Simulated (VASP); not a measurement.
# MgTe (P6_3mc) in VASP: single point with PBE0

Aim: the single point of MgTe with PBE0.

Program: VASP 6.6.1. These are calculated values, not measurements. Logs are shortened: lines on timing, memory, paths and dates and some standing lists are left out, and cuts for length are marked.

### 1 The cell of the first run

The structure is hexagonal, space group P6_3mc (No. 186). Conventional cell: a = 4.578 Å, b = 4.578 Å, c = 7.455 Å, α = 90.00°, β = 90.00°, γ = 120.00°. Mg (site symmetry 3m) has 4 Te at 2.80 Å within 3.7 Å. Within 3.7 Å of Te (site symmetry 3m) lie 4 Mg at 2.80 Å.

### 2 Single point, PBE0

File POSCAR:

```
MgTe
1.0
    4.5777325013      0.0000000000      0.0000000000
   -2.2888662507      3.9644326379      0.0000000000
    0.0000000000      0.0000000000      7.4548283614
Mg Te
2 2
Direct
    0.3333333333      0.6666666667      0.9968886090
    0.6666666667      0.3333333333      0.4968886090
    0.3333333333      0.6666666667      0.3731113910
    0.6666666667      0.3333333333      0.8731113910
```

File INCAR.step1:

```
SYSTEM = MgTe
ALGO     = Normal         ! electronic algorithm
EDIFF    = 1E-5           ! SCF threshold, eV
ENCUT    = 520            ! plane-wave cutoff, eV
GGA      = PE             ! functional
GGA_COMPAT= .False.      
ISIF     = 2              ! what is computed and relaxed
ISMEAR   = 0              ! smearing method
LASPH    = .True.         ! aspherical terms in the spheres
LCHARG   = .False.        ! write CHGCAR
LREAL    = .False.        ! projectors in reciprocal space
LWAVE    = .True.         ! write WAVECAR
NBANDS   = 16             ! bands
NELM     = 120            ! most SCF steps
PREC     = Accurate       ! precision mode
SIGMA    = 0.01           ! smearing width, eV
```

File INCAR.step2:

```
SYSTEM = MgTe
AEXX     = 0.25           ! exact-exchange fraction
ALGO     = Normal         ! electronic algorithm
EDIFF    = 1E-6           ! SCF threshold, eV
ENCUT    = 520            ! plane-wave cutoff, eV
GGA      = PE             ! functional
GGA_COMPAT= .False.      
ISIF     = 2              ! what is computed and relaxed
ISMEAR   = 0              ! smearing method
ISTART   = 1            
LASPH    = .True.         ! aspherical terms in the spheres
LCHARG   = .False.        ! write CHGCAR
LHFCALC  = .True.         ! exact exchange
LREAL    = .False.        ! projectors in reciprocal space
LWAVE    = .False.        ! write WAVECAR
NBANDS   = 16             ! bands
NELM     = 120            ! most SCF steps
PREC     = Accurate       ! precision mode
PRECFOCK = Normal       
SIGMA    = 0.01           ! smearing width, eV
```

File KPOINTS:

```
k-points
0
Gamma
  6 6 2
  0 0 0
```

Potentials or basis: VASP PAW PBE potentials, release 64 (Mg, Te).

Run with:

```console
$ cat potpaw_PBE.64/Mg/POTCAR potpaw_PBE.64/Te/POTCAR > POTCAR
$ cp INCAR.step1 INCAR
$ mpirun -np 1 vasp_std > vasp.out
$ cp INCAR.step2 INCAR
$ mpirun -np 1 vasp_std > vasp.out
```

OUTCAR:

```text
SYSTEM = MgTe
   AEXX = 0.25
   EDIFF = 1E-6
   ENCUT = 520
   GGA = PE
   ISIF = 2
   ISMEAR = 0
   ISTART = 1
   LASPH = .True.
   LHFCALC = .True.
   LREAL = .False.
   NELM = 120
   PREC = Accurate
   PRECFOCK = Normal

 ion  position               nearest neighbor table
   1  0.333  0.667  0.997-   4 2.80   4 2.80   4 2.80   3 2.80
   2  0.667  0.333  0.497-   3 2.80   3 2.80   3 2.80   4 2.80
   3  0.333  0.667  0.373-   2 2.80   2 2.80   2 2.80   1 2.80
   4  0.667  0.333  0.873-   1 2.80   1 2.80   1 2.80   2 2.80

  LATTYP: Found a hexagonal cell.
 ALAT       =     4.5777325013
 C/A-ratio  =     1.6284980303

  Lattice vectors:

 A1 = (   4.5777325013,   0.0000000000,   0.0000000000)
 A2 = (  -2.2888662507,   3.9644326379,   0.0000000000)
 A3 = (   0.0000000000,   0.0000000000,   7.4548283614)

Analysis of symmetry for initial positions (statically):
=====================================================================
 Subroutine PRICEL returns:
 Original cell was already a primitive cell.

 Routine SETGRP: Setting up the symmetry group for a
 hexagonal supercell.

 Subroutine GETGRP returns: Found 12 space group operations
 (whereof  6 operations were pure point group operations)
 out of a pool of 24 trial point group operations.

The static configuration has the point symmetry C_3v.
 The point group associated with its full space group is C_6v.

Analysis of symmetry for dynamics (positions and initial velocities):
=====================================================================
 Subroutine PRICEL returns:
 Original cell was already a primitive cell.

 Routine SETGRP: Setting up the symmetry group for a
 hexagonal supercell.

 Subroutine GETGRP returns: Found 12 space group operations
 (whereof  6 operations were pure point group operations)
 out of a pool of 24 trial point group operations.

The dynamic configuration has the point symmetry C_3v.
 The point group associated with its full space group is C_6v.

 Subroutine INISYM returns: Found 12 space group operations
 (whereof  6 operations are pure point group operations),
 and found     1 'primitive' translations

----------------------------------------------------------------------------------------

                                     Primitive cell

  volume of cell :     135.2911

  direct lattice vectors                    reciprocal lattice vectors
     4.577732501  0.000000000  0.000000000     0.218448763  0.126121452  0.000000000
    -2.288866251  3.964432638  0.000000000     0.000000000  0.252242904  0.000000000
     0.000000000  0.000000000  7.454828361     0.000000000  0.000000000  0.134141251

  length of vectors
     4.577732501  4.577732501  7.454828361     0.252242904  0.252242904  0.134141251

  position of ions in fractional coordinates (direct lattice)
     0.333333333  0.666666667  0.996888609
     0.666666667  0.333333333  0.496888609
     0.333333333  0.666666667  0.373111391
     0.666666667  0.333333333  0.873111391

  ion indices of the primitive-cell ions
   primitive index   ion index
                 1           1
                 2           2
                 3           3
                 4           4

----------------------------------------------------------------------------------------

 KPOINTS: k-points

Automatic generation of k-mesh.
 Grid dimensions read from file:
 generate k-points for:    6    6    2

 Generating k-lattice:

  Cartesian coordinates                     Fractional coordinates (reciprocal lattice)
     0.036408127  0.021020242  0.000000000     0.166666667 -0.000000000  0.000000000
     0.000000000  0.042040484  0.000000000     0.000000000  0.166666667  0.000000000
     0.000000000  0.000000000  0.067070625     0.000000000  0.000000000  0.500000000

  Length of vectors
     0.042040484  0.042040484  0.067070625

  Shift w.r.t. Gamma in fractional coordinates (k-lattice)
     0.000000000  0.000000000  0.000000000

 Subroutine IBZKPT returns following result:
 ===========================================

 Found     14 irreducible k-points:

 Following reciprocal coordinates:
            Coordinates               Weight
  0.000000  0.000000  0.000000      1.000000
  0.166667  0.000000  0.000000      6.000000
  0.333333  0.000000  0.000000      6.000000
  0.500000  0.000000  0.000000      3.000000
  0.166667  0.166667  0.000000      6.000000
  0.333333  0.166667  0.000000     12.000000
  0.333333  0.333333  0.000000      2.000000
  0.000000  0.000000  0.500000      1.000000
  0.166667  0.000000  0.500000      6.000000
  0.333333  0.000000  0.500000      6.000000
  0.500000  0.000000  0.500000      3.000000
  0.166667  0.166667  0.500000      6.000000
  0.333333  0.166667  0.500000     12.000000
  0.333333  0.333333  0.500000      2.000000
   k-points           NKPTS =     14   k-points in BZ     NKDIM =     72   number of bands    NBANDS=     16
   number of dos      NEDOS =    301   number of ions     NIONS =      4
   total plane-waves  NPLWV =  72576
   dimension x,y,z NGX =    36 NGY =   36 NGZ =   56
   dimension x,y,z NGXF=    72 NGYF=   72 NGZF=  112
   ions per type =               2   2
   NGX,Y,Z   is equivalent  to a cutoff of  13.07, 13.07, 12.49 a.u.
   NGXF,Y,Z  is equivalent  to a cutoff of  26.15, 26.15, 24.98 a.u.
 SYSTEM =  MgTe
   PREC   = accura    normal or accurate (medium, high low for compatibility)
   ISTART =      1    job   : 0-new  1-cont  2-samecut
   ICHARG =      0    charge: 1-file 2-atom 10-const
   ISPIN  =      1    spin polarized calculation?
   LNONCOLLINEAR =      F non collinear calculations
   LSORBIT =      F    spin-orbit coupling
   LASPH  =      T    aspherical Exc in radial PAW
   ENCUT  =  520.0 eV  38.22 Ry    6.18 a.u.   8.51  8.51 13.86*2*pi/ulx,y,z
   NELM   =    120;   NELMIN=  2; NELMDL=  0     # of ELM steps
   EDIFF  = 0.1E-05   stopping-criterion for ELM
   LREAL  =      F    real-space projection
   EDIFFG = 0.1E-04   stopping-criterion for IOM
   NSW    =      0    number of steps for IOM
   IBRION =     -1    ionic relax: 0-MD 1-quasi-New 2-CG
   NFREE  =      0    steps in history (QN), initial steepest desc. (CG)
   ISIF   =      2    stress and relaxation
   ISYM   =      3    0-nonsym 1-usesym 2-fastsym
   POTIM  = 0.5000    time-step for ionic-motion
   TEBEG  =    0.0;   TEEND  =   0.0 temperature during run
   PSTRESS=    0.0 pullay stress
   NELECT =      16.0000    total number of electrons
   NUPDOWN=      -1.0000    fix difference up-down
   EMIN   =  10.00;   EMAX   =-10.00  energy-range for DOS
   EFERMI =   0.00;   METHOD = LEGACY
   ISMEAR =     0;   SIGMA  =   0.01  broadening in eV -4-tet -1-fermi 0-gaus
   EFERMI_NEDOS =   21; number of points for ismear=-14 and -15
   IALGO  =     38    algorithm
   IMIX   =      1    mixing-type and parameters
     AMIX     =   0.40;   BMIX     =  1.00
     AMIX_MAG =   1.60;   BMIX_MAG =  1.00
  volume/ion in A,a.u.               =      33.82       228.25
  Fermi-wavevector in a.u.,A,eV,Ry     =   0.803573  1.518532  8.785676  0.645729
  Thomas-Fermi vector in A             =   1.911465
   LORBIT       =      0    0 simple, 1 ext, 2 COOP (PROOUT), +10 PAW based schemes
   GGA     = PE    functional components
   LHFCALC =     T    Hartree Fock is set to
   PRECFOCK=normal    Normal, Fast or Accurate (Low or Medium for compatibility)
   ENCUT4O =  -1.0   cutoff for four orbital integrals eV
   NKREDX  =     1    reduce k-point grid by
   NKREDY  =     1    reduce k-point grid by
   NKREDZ  =     1    reduce k-point grid by
   AEXX    =    0.2500 exact exchange contribution
   HFSCREEN=    0.0000 screening length (either q_TF or 0.3 A-1)
   HFSCREENC=   0.0000 screening length for correlation (either q_TF or 0.3 A-1)
   ENCUTFOCK=  -1.0 apply spherical cutoff to Coloumb kernel
   IVDW    =     0    specifies the selected vdW correction
   LEPSILON=     F    determine dielectric tensor
   LRPA    =     F    only Hartree local field effects (RPA)
 non-spin polarized calculation
 Gauss-broadening in eV      SIGMA  =   0.01
  energy-cutoff  :      520.00
  volume of cell :      135.29
 maximum number of plane-waves:      3670
 NGX is ok and might be reduce to    36
  NGX = 28; NGY = 28; NGZ = 42

 number of electron      16.0000000 magnetization

 Free energy of the ion-electron system (eV)
  ---------------------------------------------------
  ext. energy  EPLUGINS =         0.00000000
  ---------------------------------------------------
  free energy    TOTEN  =       -16.19781193 eV

  energy without entropy =      -16.19781193  energy(sigma->0) =      -16.19781193

 E-fermi :   1.0640     XC(G=0):  -6.2153

 val. band max:        0.9699221817   @ k =   0.0000   0.0000   0.0000
 cond. band min:       4.8311053786   @ k =   0.0000   0.0000   0.0000
 fundamental gap:      3.8611831969
 Fermi energy:         1.0639686737

 k-point     1 :       0.0000    0.0000    0.0000
  band No.  band energies     occupation
      1     -10.2332      2.00000
      2      -9.5501      2.00000
      3      -2.6164      2.00000
      4       0.4340      2.00000
      5       0.4340      2.00000
      6       0.9547      2.00000
[... 8 lines left out ...]
     15       8.8920      0.00000
     16       9.8841      0.00000

 k-point     2 :       0.1667    0.0000    0.0000
  band No.  band energies     occupation
      1     -10.1024      2.00000
      2      -9.4787      2.00000
      3      -2.4239      2.00000
      4      -0.4766      2.00000
      5      -0.0176      2.00000
      6       0.1829      2.00000
[... 8 lines left out ...]
     15       8.9188      0.00000
     16       9.4551      0.00000

 k-point     3 :       0.3333    0.0000    0.0000
  band No.  band energies     occupation
      1      -9.7881      2.00000
      2      -9.3529      2.00000
      3      -2.1234      2.00000
      4      -1.5456      2.00000
      5      -1.2762      2.00000
      6      -0.2115      2.00000
[... 8 lines left out ...]
     15       9.6191      0.00000
     16      10.6170      0.00000
[... 172 lines left out ...]
 k-point    13 :       0.3333    0.1667    0.5000
  band No.  band energies     occupation
      1      -9.4510      2.00000
      2      -9.4510      2.00000
      3      -2.3210      2.00000
      4      -2.3210      2.00000
      5      -0.5952      2.00000
      6      -0.5952      2.00000
[... 8 lines left out ...]
     15      10.1184      0.00000
     16      10.1184      0.00000

 k-point    14 :       0.3333    0.3333    0.5000
  band No.  band energies     occupation
      1      -9.3843      2.00000
      2      -9.3843      2.00000
      3      -2.2767      2.00000
      4      -2.2767      2.00000
      5      -1.1470      2.00000
      6      -1.1470      2.00000
[... 8 lines left out ...]
     15       9.9956      0.00000
     16       9.9956      0.00000

------------------------ aborting loop because EDIFF is reached ----------------------------------------

  FORCE on cell =-STRESS in cart. coord.  units (eV):
  Direction    XX          YY          ZZ          XY          YZ          ZX
  --------------------------------------------------------------------------------------
  -------------------------------------------------------------------------------------
  Total       -0.2521100     -0.2521100     -0.2606998      0.0000000      0.0000000      0.0000000
  in kB       -2.9855996     -2.9855996     -3.0873233      0.0000000      0.0000000      0.0000000
  external PRESSURE =      -3.0195075 kB  Pullay stress =       0.0000000 kB

 VOLUME and BASIS-vectors are now :
 -----------------------------------------------------------------------------
  energy-cutoff  :      520.00
  volume of cell :      135.29
      direct lattice vectors                 reciprocal lattice vectors
     4.577732501  0.000000000  0.000000000     0.218448763  0.126121452  0.000000000
    -2.288866251  3.964432638  0.000000000     0.000000000  0.252242904  0.000000000
     0.000000000  0.000000000  7.454828361     0.000000000  0.000000000  0.134141251

 POSITION                                       TOTAL-FORCE (eV/Angst)
 -----------------------------------------------------------------------------------
     -0.00000      2.64296      7.43163        -0.000000     -0.000000     -0.001678
      2.28887      1.32148      3.70422        -0.000000     -0.000000     -0.001678
     -0.00000      2.64296      2.78148         0.000000     -0.000000      0.001678
      2.28887      1.32148      6.50890        -0.000000      0.000000      0.001678
 -----------------------------------------------------------------------------------
    total drift:                                0.000000     -0.000000      0.000746

  FREE ENERGIE OF THE ION-ELECTRON SYSTEM (eV)
  ---------------------------------------------------
  free  energy   TOTEN  =       -16.1978119278 eV

  energy  without entropy=      -16.1978119278  energy(sigma->0) =      -16.19781193
```

Wall time 20 min (1 thread of Intel Xeon Platinum 8559C (Emerald Rapids), shared host); peak memory 0.31 GiB.

Results:

| Quantity | Value |
| --- | --- |
| Free energy | -16.1978 eV |
| Pressure | -0.3 GPa |
| Band gap on the k mesh | 3.86 eV |

Levels at points of the mesh, in eV from the valence-band top:
```tsv
k point	band 4	band 5	band 6	band 7	band 8	band 9	band 10	band 11	band 12	band 13
(0.00, 0.00, 0.00)	-0.54	-0.54	-0.02	0.00	0.00	3.86	4.44	6.89	6.89	7.28
(0.50, 0.00, 0.00)	-2.87	-2.16	-1.35	-1.08	-0.49	4.62	5.37	5.76	7.10	8.37
(0.00, 0.00, 0.50)	-2.18	-0.28	-0.28	-0.28	-0.28	4.94	4.94	7.15	7.15	7.15
(0.50, 0.00, 0.50)	-3.48	-0.98	-0.98	-0.97	-0.97	4.67	4.67	5.80	5.80	8.76
```

Caveat: the k points lie up to 0.42 Å⁻¹ apart; the PAW data sets were made with another functional, which shifts forces and pressure a little; spin-orbit coupling is left out, which moves the levels of the heavy elements.
